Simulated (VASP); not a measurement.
A run of VASP 6.6.1:

INCAR

```
  ALGO = Normal
  EDIFF = 1E-6
  ENCUT = 520
  GGA = RP
  ISIF = 2
  ISMEAR = 1
  LASPH = True
  LCHARG = False
  LREAL = False
  LWAVE = False
  NBANDS = 38
  NELM = 80
  PREC = Accurate
  SIGMA = 0.0088
```

Contents of KPOINTS:

```
k-points
0
Gamma
  4 4 2
```

POSCAR

```
LaSi2C2
1.0
    4.1398480000      0.0000000000      0.0000000000
    0.0000000000      4.1398480000      0.0000000000
    0.0000000000      0.0000000000      8.5831060000
C La Si
4 2 4
Direct
    0.1730000000      0.5000000000      0.2500000000
    0.5000000000      0.8270000000      0.7500000000
    0.8270000000      0.5000000000      0.2500000000
    0.5000000000      0.1730000000      0.7500000000
    0.0000000000      0.0000000000      0.0000000000
    0.0000000000      0.0000000000      0.5000000000
    0.5000000000      0.2260000000      0.2500000000
    0.2260000000      0.5000000000      0.7500000000
    0.5000000000      0.7740000000      0.2500000000
    0.7740000000      0.5000000000      0.7500000000
```

Potentials or basis: VASP PAW PBE potentials, release 64 (C, La, Si).

Command:

```sh
$ cat potpaw_PBE.64/C/POTCAR potpaw_PBE.64/La/POTCAR potpaw_PBE.64/Si/POTCAR > POTCAR
$ mpirun -np 1 vasp_std > vasp.out
```

Hardware: 1 thread of Oxide Virtual Turin-like Processor (shared host).

Task: Estimate the wall time of this run.

Result: Run time: 2.6 min on 1 thread of Oxide Virtual Turin-like Processor, on a shared host, peak memory 0.24 GiB. Counts: scf iterations 15, k points 12.
